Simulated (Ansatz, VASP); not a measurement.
Cu: VASP beside Ansatz

File INCAR:

```
SYSTEM = Cu
PREC = Accurate
ENCUT = 600
EDIFF = 1E-7
ISMEAR = 0
SIGMA = 0.1
LREAL = .False.
LASPH = .True.
NELM = 120
ALGO = Normal
ISIF = 3
LWAVE = .False.
LCHARG = .False.
GGA = PS
IBRION = 2
NSW = 80
EDIFFG = -0.05
GGA_COMPAT = .False.
NELMIN = 4
```

Contents of KPOINTS:

```
Automatic mesh
0
Gamma
  12 12 4
  0 0 0
```

POSCAR

```
Cu
1.0
    2.7757455596      0.0000000000      0.0000000000
   -1.3878727798      2.4038661691      0.0000000000
    0.0000000000      0.0000000000      5.2892916390
Cu
2
Direct
    0.3333333333      0.6666666667      0.2500000000
    0.6666666667      0.3333333333      0.7500000000
```

Input for Ansatz:

```yaml
crystal:
  lattice:
    - [2.7757455596, 0.0, 0.0]
    - [-1.3878727798, 2.4038661691, 0.0]
    - [0.0, 0.0, 5.289291639]
  atoms:
    - { symbol: Cu, position: [0.3333333333, 0.6666666667, 0.25] }
    - { symbol: Cu, position: [0.6666666667, 0.3333333333, 0.75] }
basis:
  ecutwfc: 420
kpoints:
  mp_grid: { grid: [12, 12, 4] }
hamiltonian:
  xc: pbesol
scf:
  occupations: { method: gaussian, width: 0.1 }
output:
  forces: true
  stress: true
  eigenvalues: true
relax:
  adjacent_minimum: "off"
  f_tol: 0.05
  max_steps: 60
  cell: { stress_tol: 0.5 }
```

Alike in both runs: task relaxation of cell and atoms; functional PBEsol; k mesh 12 × 12 × 4; occupations gaussian, width 0.1 eV; no spin polarisation.

|  | VASP | Ansatz |
| --- | --- | --- |
| version | VASP 6.6.1 | Ansatz 0.2.0 |
| potentials or method | VASP PAW PBE potentials, release 64 (Cu), cutoff 600 eV | scalar-relativistic, plane waves, PAW |
| valence electrons in the cell | 22 | 38 |

```tsv
	VASP	Ansatz	Ansatz less VASP
gap on the k mesh at the Fermi level, each at its own relaxed structure (eV)	none	none	-
relaxed volume (Å³/atom)	11.35	11.31	-0.043
relaxed cell length with the largest relative difference (Å)	4.123	4.116	-0.0066
```

VASP's potentials were made for PBE, not for PBEsol. A gap of «none» marks a metal or a gap that the smearing closes. VASP's potentials hold 22 valence electrons a cell and Ansatz's 38, so a difference there can come from the potentials and not from the codes.

Noted on VASP's run: the volume moved by over 15 % at a fixed basis, so the end points are rough.
